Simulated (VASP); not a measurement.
# MnO in VASP: notebook, part 2 of 2

VASP 6.6.1. The steps go on from the part before.

### 4 Relaxation of shape and atoms at fixed volume, PBE+U, collinear spin, antiferromagnetic start

This run uses another cell than the first one, of 11.64 Å³/atom.

INCAR reads:

```
SYSTEM = MnO
ALGO = Normal
EDIFF = 1E-7
EDIFFG = -0.01
ENCUT = 600
GGA = PE
IBRION = 2
ISIF = 4
ISMEAR = 0
ISPIN = 2
LASPH = .True.
LCHARG = .False.
LDAU = .True.
LDAUJ = 0 0
LDAUL = 2 -1
LDAUPRINT = 1
LDAUTYPE = 2
LDAUU = 3.9 0
LMAXMIX = 4
LORBIT = 11
LREAL = .False.
LWAVE = .False.
MAGMOM = 4.72 -4.72 0 0
NELM = 150
NSW = 60
PREC = Accurate
SIGMA = 0.05
```

KPOINTS reads:

```
k-points
0
Gamma
  12 12 6
  0 0 0
```

POSCAR reads:

```
MnO
1.0
    0.0000000000      2.2664570858      2.2664570858
    2.2664570858      0.0000000000      2.2664570858
    4.5329141716      4.5329141716      0.0000000000
Mn O
2 2
Direct
    0.0000000000      0.0000000000      0.0000000000
    0.0000000000      0.0000000000      0.5000000000
    0.5000000000      0.5000000000      0.2500000000
    0.5000000000      0.5000000000      0.7500000000
```

Potentials or basis: VASP PAW PBE potentials, release 64 (Mn_pv, O).

The run is started by

```
$ cat potpaw_PBE.64/Mn_pv/POTCAR potpaw_PBE.64/O/POTCAR > POTCAR
$ mpirun -np 1 vasp_std > vasp.out
```

OUTCAR:

```text
SYSTEM = MnO
   EDIFF = 1E-7
   EDIFFG = -0.01
   ENCUT = 600
   GGA = PE
   IBRION = 2
   ISIF = 4
   ISMEAR = 0
   ISPIN = 2
   LASPH = .True.
   LORBIT = 11
   LREAL = .False.
   NELM = 150
   NSW = 60
   PREC = Accurate

 ion  position               nearest neighbor table
   1  0.000  0.000  0.000-   4 2.27   3 2.27   4 2.27   3 2.27   4 2.27   3 2.27
   2  0.000  0.000  0.500-   3 2.27   3 2.27   4 2.27   3 2.27   4 2.27   4 2.27
   3  0.500  0.500  0.250-   1 2.27   1 2.27   2 2.27   1 2.27   2 2.27   2 2.27
   4  0.500  0.500  0.750-   2 2.27   1 2.27   2 2.27   1 2.27   2 2.27   1 2.27

  LATTYP: Found a trigonal (rhomboedric) cell.
 ALAT       =     5.5516633841
 COS(alpha) =     0.8333333333

  Lattice vectors:

 A1 = (   4.5329141716,   2.2664570858,  -2.2664570858)
 A2 = (   2.2664570858,   2.2664570858,  -4.5329141716)
 A3 = (   2.2664570858,   4.5329141716,  -2.2664570858)

Analysis of symmetry for initial positions (statically):
=====================================================================
 Subroutine PRICEL returns following result:

  LATTYP: Found a face centered cubic cell.
 ALAT       =     4.5329141716
[... 12 lines left out ...]
 Subroutine GETGRP returns: Found 12 space group operations
 (whereof 12 operations were pure point group operations)
 out of a pool of 12 trial point group operations.
[... 365 lines left out ...]
  o =  0.9370  v =  0.0000  0.0000  0.0000  0.0000  0.0000  0.0000 -0.7071 -0.0000  0.7071  0.0043      0.0000  0.0000  0.0000  0.0000  0.0000  0.0000  0.0000  0.0000  0.0000  0.0000
  o =  0.9370  v =  0.0000  0.0000  0.0000  0.0000  0.0000  0.8165  0.4082  0.0043  0.4082 -0.0000      0.0000  0.0000  0.0000  0.0000  0.0000  0.0000  0.0000  0.0000  0.0000  0.0000
  o =  0.9717  v =  0.0000  0.0000  0.0000  0.0000  0.0000  0.0035  0.0018 -1.0000  0.0018 -0.0000      0.0000  0.0000  0.0000  0.0000  0.0000  0.0000  0.0000  0.0000  0.0000  0.0000
  o =  0.9717  v =  0.0000  0.0000  0.0000  0.0000  0.0000  0.0000  0.0031 -0.0000 -0.0031  1.0000      0.0000  0.0000  0.0000  0.0000  0.0000  0.0000  0.0000  0.0000  0.0000  0.0000

 number of electron      38.0000014 magnetization       0.0000000

 Free energy of the ion-electron system (eV)
  ---------------------------------------------------
  ext. energy  EPLUGINS =         0.00000000
  ---------------------------------------------------
  free energy    TOTEN  =       -31.09495353 eV

  energy without entropy =      -31.09495353  energy(sigma->0) =      -31.09495353

 E-fermi :   5.5505     XC(G=0): -11.4913

 val. band max:        5.2444783331   @ k =   0.0000   0.0000   0.5000
 cond. band min:       6.8143773655   @ k =   0.0000   0.0000   0.0000
 fundamental gap:      1.5698990323
 Fermi energy:         5.5505329301

 spin component 1

 k-point     1 :       0.0000    0.0000    0.0000
  band No.  band energies     occupation
      1     -43.6480      1.00000
      2     -43.6093      1.00000
      3     -43.6093      1.00000
      4     -38.7142      1.00000
      5     -38.6760      1.00000
      6     -38.6760      1.00000
[... 1274 lines left out ...]
  FREE ENERGIE OF THE ION-ELECTRON SYSTEM (eV)
  ---------------------------------------------------
  free  energy   TOTEN  =       -31.0949535287 eV

  energy  without entropy=      -31.0949535287  energy(sigma->0) =      -31.09495353

 reached required accuracy - stopping structural energy minimisation

 total charge

# of ion       s       p       d       tot
------------------------------------------
    1        0.196   6.163   4.937  11.295
    2        0.196   6.163   4.937  11.295
    3        1.552   3.425   0.000   4.976
    4        1.552   3.425   0.000   4.976
--------------------------------------------------
tot          3.495  19.175   9.873  32.543

 magnetization (x)

# of ion       s       p       d       tot
------------------------------------------
    1        0.022   0.020   4.543   4.585
    2       -0.022  -0.020  -4.543  -4.585
    3        0.000   0.000   0.000   0.000
    4        0.000   0.000   0.000   0.000
--------------------------------------------------
tot          0.000   0.000   0.000   0.000
```

Wall time 9.1 min (1 thread of Oxide Virtual Turin-like, shared host); peak memory 0.32 GiB.

What came out:

- Free energy: -31.0950 eV
- Energy gained by relaxing: 1.2 meV/atom
- Ionic steps: 3
- Pressure after relaxing: -3.7 GPa
- Band gap on the k mesh: 1.57 eV
- Net moment: 0.00 μB per cell
- Site moments: Mn +4.58, -4.58; O +0.00 μB
- Valence electrons inside the program's atomic spheres: Mn 11.29; O 4.98

Step by step:
| step | energy change (eV) | largest force (eV/Å) | pressure (GPa) | volume (Å³) |
| --- | --- | --- | --- | --- |
| 1 | 0.0000 | 0.0000 | -3.65 | 46.57 |
| 2 | -0.0035 | 0.0000 | -3.66 | 46.57 |
| 3 | -0.0048 | 0.0000 | -3.71 | 46.57 |

Final structure:
```
Mn O
1.0
     0.00000    2.28016    2.28016
     2.28016    0.00000    2.28016
     4.50584    4.50584    0.05449
Mn O
2 2
Direct
  0.00000 0.00000 0.00000
  0.00000 0.00000 0.50000
  0.50000 0.50000 0.25000
  0.50000 0.50000 0.75000
```

Eigenvalues of the final occupation matrices:
```csv
site,spin,trace,eigenvalues
site 1 d,1,4.75,0.94 0.94 0.94 0.97 0.97
site 1 d,2,0.20,0.02 0.02 0.02 0.07 0.07
site 2 d,1,0.20,0.02 0.02 0.02 0.07 0.07
site 2 d,2,4.75,0.94 0.94 0.94 0.97 0.97
```

### 5 Relaxation of shape and atoms at fixed volume, PBE+U, collinear spin, antiferromagnetic start (11.46 Å³/atom)

INCAR reads:

```
PREC = Accurate
ENCUT = 600
EDIFF = 1E-6
ISMEAR = 0
SIGMA = 0.05
LREAL = F
LASPH = T
NELM = 150
ALGO = Normal
ISIF = 4
LWAVE = F
LCHARG = F
ISPIN = 2
MAGMOM = 4.7 -4.7 0 0
LORBIT = 11
LMAXMIX = 4
LDAU = T
LDAUTYPE = 2
LDAUL = 2 -1
LDAUU = 3.9 0
LDAUJ = 0 0
LDAUPRINT = 1
GGA = PE
IBRION = 2
NSW = 60
EDIFFG = -0.01
```

KPOINTS reads:

```
regular mesh
0
Gamma
  12 12 6
```

POSCAR reads:

```
MnO
1.0
    0.0000000000      2.2695972285      2.2695972285
    2.2695972285      0.0000000000      2.2695972285
    4.4801717668      4.4801717668      0.0590226902
Mn O
2 2
Direct
    0.0000000000      0.0000000000      0.0000000000
    0.0000000000      0.0000000000      0.5000000000
    0.5000000006      0.5000000006      0.2499999991
    0.4999999994      0.4999999994      0.7500000009
```

Potentials or basis: VASP PAW PBE potentials, release 64 (Mn_pv, O).

The run is started by

```
$ cat potpaw_PBE.64/Mn_pv/POTCAR potpaw_PBE.64/O/POTCAR > POTCAR
$ mpirun -np 1 vasp_std > vasp.out
```

OUTCAR:

```text
PREC = Accurate
   ENCUT = 600
   EDIFF = 1E-6
   ISMEAR = 0
   LREAL = F
   LASPH = T
   NELM = 150
   ISIF = 4
   ISPIN = 2
   LORBIT = 11
   GGA = PE
   IBRION = 2
   NSW = 60
   EDIFFG = -0.01

 ion  position               nearest neighbor table
   1  0.000  0.000  0.000-   3 2.25   3 2.25   4 2.25   4 2.25   3 2.25   4 2.25   2 3.17   2 3.17
                             2 3.17   2 3.17   2 3.17   2 3.17
   2  0.000  0.000  0.500-   3 2.25   4 2.25   3 2.25   4 2.25   4 2.25   3 2.25   1 3.17   1 3.17
                             1 3.17   1 3.17   1 3.17   1 3.17
   3  0.500  0.500  0.250-   1 2.25   1 2.25   1 2.25   2 2.25   2 2.25   2 2.25
   4  0.500  0.500  0.750-   1 2.25   1 2.25   1 2.25   2 2.25   2 2.25   2 2.25

  LATTYP: Found a trigonal (rhomboedric) cell.
 ALAT       =     5.4630777625
 COS(alpha) =     0.8274071421

  Lattice vectors:

 A1 = (   4.4801717668,   2.2105745383,  -2.2105745383)
[... 1562 lines left out ...]

  FORCE on cell =-STRESS in cart. coord.  units (eV):
  Direction    XX          YY          ZZ          XY          YZ          ZX
  --------------------------------------------------------------------------------------
  -------------------------------------------------------------------------------------
  Total       -0.4820045     -0.4820045     -0.4820045      0.0061086     -0.0061086     -0.0061086
  in kB      -16.8426205    -16.8426205    -16.8426205      0.2134527     -0.2134527     -0.2134527
  external PRESSURE =     -16.8426205 kB  Pullay stress =       0.0000000 kB

 VOLUME and BASIS-vectors are now :
 -----------------------------------------------------------------------------
  energy-cutoff  :      600.00
  volume of cell :       45.85
      direct lattice vectors                 reciprocal lattice vectors
     0.000000000  2.269597228  2.269597228    -0.221764189  0.218842623  0.221764189
     2.269597228  0.000000000  2.269597228     0.218842623 -0.221764189  0.221764189
     4.480171767  4.480171767  0.059022690     0.112342878  0.112342878 -0.112342878

 POSITION                                       TOTAL-FORCE (eV/Angst)
 -----------------------------------------------------------------------------------
      0.00000      0.00000      0.00000        -0.000000     -0.000000      0.000000
      2.24009      2.24009      0.02951        -0.000000      0.000000      0.000000
      2.25484      2.25484      2.28435        -0.000000     -0.000000      0.000000
      4.49493      4.49493      2.31386         0.000000     -0.000000     -0.000000
 -----------------------------------------------------------------------------------
    total drift:                                0.000000      0.000000      0.000000

  FREE ENERGIE OF THE ION-ELECTRON SYSTEM (eV)
  ---------------------------------------------------
  free  energy   TOTEN  =       -31.1054152464 eV

  energy  without entropy=      -31.1054152464  energy(sigma->0) =      -31.10541525

 reached required accuracy - stopping structural energy minimisation

 total charge

# of ion       s       p       d       tot
------------------------------------------
    1        0.198   6.167   4.943  11.309
    2        0.198   6.167   4.943  11.309
    3        1.552   3.432   0.000   4.984
    4        1.552   3.432   0.000   4.984
--------------------------------------------------
tot          3.500  19.199   9.887  32.585

 magnetization (x)

# of ion       s       p       d       tot
------------------------------------------
    1        0.022   0.020   4.538   4.580
    2       -0.022  -0.020  -4.538  -4.580
    3        0.000   0.000   0.000   0.000
    4        0.000   0.000   0.000   0.000
--------------------------------------------------
tot          0.000   0.000   0.000   0.000
```

Wall time 9.3 min (1 thread of Oxide Virtual Turin-like, shared host); peak memory 0.32 GiB.

What came out:

```yaml
Free_energy: -31.1054 eV
Pressure_after_relaxing: -1.7 GPa
Band_gap_on_the_k_mesh: 1.62 eV
Net_moment: 0.00 μB per cell
Site_moments: Mn +4.58, -4.58; O +0.00 μB
Valence_electrons_inside_the_program's_atomic_spheres: Mn 11.31; O 4.98
```

Final structure:
```cif
data_structure
_symmetry_space_group_name_H-M 'P 1'
_symmetry_Int_Tables_number 1
_cell_length_a 3.2097
_cell_length_b 3.2097
_cell_length_c 6.3362
_cell_angle_alpha 59.565
_cell_angle_beta 59.565
_cell_angle_gamma 60.000
_cell_volume 45.85
loop_
_atom_site_label
_atom_site_type_symbol
_atom_site_fract_x
_atom_site_fract_y
_atom_site_fract_z
_atom_site_occupancy
Mn1 Mn 0.00000 0.00000 0.00000 1
Mn2 Mn 0.00000 0.00000 0.50000 1
O1 O 0.50000 0.50000 0.25000 1
O2 O 0.50000 0.50000 0.75000 1
```

Eigenvalues of the final occupation matrices:
| site | spin | trace | eigenvalues |
| --- | --- | --- | --- |
| site 1 d | 1 | 4.75 | 0.94 0.94 0.94 0.97 0.97 |
| site 1 d | 2 | 0.21 | 0.02 0.02 0.02 0.07 0.07 |
| site 2 d | 1 | 0.21 | 0.02 0.02 0.02 0.07 0.07 |
| site 2 d | 2 | 4.75 | 0.94 0.94 0.94 0.97 0.97 |

Caveat: the relaxation stopped at its first step, so nothing moved. The state reached can hang on the start; a lower one may exist.

### 6 Relaxation of shape and atoms at fixed volume, PBE+U, collinear spin, antiferromagnetic start (11.48 Å³/atom)

INCAR reads:

```
PREC     = Accurate       # precision mode
ENCUT    = 600            # plane-wave cutoff, eV
EDIFF    = 1E-6           # SCF threshold, eV
ISMEAR   = 0              # smearing method
SIGMA    = 0.05           # smearing width, eV
LREAL    = False          # projectors in reciprocal space
LASPH    = True           # aspherical terms in the spheres
NELM     = 150            # most SCF steps
ALGO     = Normal         # electronic algorithm
ISIF     = 4              # what is computed and relaxed
LWAVE    = False          # write WAVECAR
LCHARG   = False          # write CHGCAR
ISPIN    = 2              # spin polarisation
MAGMOM   = 4.7 -4.7 0 0   # initial moments
LORBIT   = 11             # projections on sites
LMAXMIX  = 4              # l up to which the mixer works
LDAU     = True           # DFT+U
LDAUTYPE = 2            
LDAUL    = 2 -1           # shell
LDAUU    = 3.9 0          # U, eV
LDAUJ    = 0 0          
LDAUPRINT= 1            
GGA      = PE             # functional
IBRION   = 2              # ionic algorithm
NSW      = 60             # ionic steps
EDIFFG   = -0.01          # ionic threshold
```

KPOINTS is that of step 5.

POSCAR reads:

```
MnO
1.0
    0.0000000000      2.2690827747      2.2690827747
    2.2690827747      0.0000000000      2.2690827747
    4.4857698958      4.4857698958      0.0523956535
Mn O
2 2
Direct
    0.0000000000      0.0000000000      0.0000000000
    0.0000000000      0.0000000000      0.5000000000
    0.5000000006      0.5000000006      0.2499999991
    0.4999999994      0.4999999994      0.7500000009
```

Potentials or basis: VASP PAW PBE potentials, release 64 (Mn_pv, O).

The run is started by

```
$ cat potpaw_PBE.64/Mn_pv/POTCAR potpaw_PBE.64/O/POTCAR > POTCAR
$ mpirun -np 1 vasp_std > vasp.out
```

It took 8.9 min on 1 thread of Oxide Virtual Turin-like, shared host; peak memory 0.33 GiB.

The run converged. Its results:

```
Free energy                                           : -31.1048 eV
Pressure after relaxing                               : -1.9 GPa
Band gap on the k mesh                                : 1.62 eV
Net moment                                            : 0.00 μB per cell
Site moments                                          : Mn +4.58, -4.58; O +0.00 μB
Valence electrons inside the program's atomic spheres : Mn 11.31; O 4.98
```

Stress tensor (GPa, compression positive):
```
-1.88 -0.08  0.08
-0.08 -1.88  0.08
 0.08  0.08 -1.88
```

Final structure:
```
Mn O
1.0
     0.00000    2.26908    2.26908
     2.26908    0.00000    2.26908
     4.48577    4.48577    0.05240
Mn O
2 2
Direct
  0.00000 0.00000 0.00000
  0.00000 0.00000 0.50000
  0.50000 0.50000 0.25000
  0.50000 0.50000 0.75000
```

Levels at points of the mesh, in eV from the valence-band top:
Spin up:
```csv
k point,band 16,band 17,band 18,band 19,band 20,band 21,band 22,band 23
"(0.00, 0.00, 0.00)",-1.57,-1.47,-0.56,-0.56,1.62,4.74,4.81,4.81
"(0.50, 0.00, 0.00)",-2.37,-2.00,-0.36,-0.28,3.90,5.53,5.56,5.67
"(0.00, 0.00, 0.50)",-2.20,-2.08,0.00,0.00,3.85,3.99,4.75,4.75
"(0.50, 0.00, 0.50)",-2.36,-1.82,-0.57,-0.26,3.70,5.33,5.66,5.69
```
Spin down:
```csv
k point,band 17,band 18,band 19,band 20,band 21,band 22
"(0.00, 0.00, 0.00)",-1.47,-0.56,-0.56,1.62,4.74,4.81
"(0.50, 0.00, 0.00)",-2.00,-0.36,-0.28,3.90,5.53,5.56
"(0.00, 0.00, 0.50)",-2.08,0.00,0.00,3.85,3.99,4.75
"(0.50, 0.00, 0.50)",-1.82,-0.57,-0.26,3.70,5.33,5.66
```

Eigenvalues of the final occupation matrices:
| site | spin | trace | eigenvalues |
| --- | --- | --- | --- |
| site 1 d | 1 | 4.76 | 0.94 0.94 0.94 0.97 0.97 |
| site 1 d | 2 | 0.21 | 0.02 0.02 0.02 0.07 0.07 |
| site 2 d | 1 | 0.21 | 0.02 0.02 0.02 0.07 0.07 |
| site 2 d | 2 | 4.76 | 0.94 0.94 0.94 0.97 0.97 |

Caveat: the relaxation stopped at its first step, so nothing moved. A k mesh can miss the band edges.

### 7 Overview

```tsv
task	U	cell	cutoff (eV)	gap on the mesh (eV)	pressure (GPa)	moment (μB)
single point	Mn d U = 5.0 eV	a = 3.210, b = 3.210, c = 6.336 Å, angles 59.6, 59.6, 60.0°, 4 atoms	520	1.79	-0.5	0.00
relaxation of shape and atoms at fixed volume	Mn d U = 3.9 eV	relaxed from a = 3.168, b = 3.168, c = 6.248 Å, angles 59.5, 59.5, 60.0°, 4 atoms	600	1.77	4.4	0.00
relaxation of shape and atoms at fixed volume	Mn d U = 3.9 eV	relaxed from a = 3.205, b = 3.205, c = 6.411 Å, angles 60.0°, 4 atoms	600	1.57	-3.7	0.00
relaxation of shape and atoms at fixed volume	Mn d U = 3.9 eV	relaxed from a = 3.210, b = 3.210, c = 6.336 Å, angles 59.6, 59.6, 60.0°, 4 atoms	600	1.62	-1.7	0.00
relaxation of shape and atoms at fixed volume	Mn d U = 3.9 eV	relaxed from a = 3.209, b = 3.209, c = 6.344 Å, angles 59.6, 59.6, 60.0°, 4 atoms	600	1.62	-1.9	0.00
```

Alike in all rows: level PBE+U; potentials or basis VASP PAW PBE potentials, release 64 (Mn_pv, O); spin collinear, antiferromagnetic start; k mesh 12 × 12 × 6; smearing gaussian 0.05 eV.

Caveats: the relaxation stopped at its first step, so nothing moved (at least some runs).

Absolute energies hang on the potentials; compare differences alone.
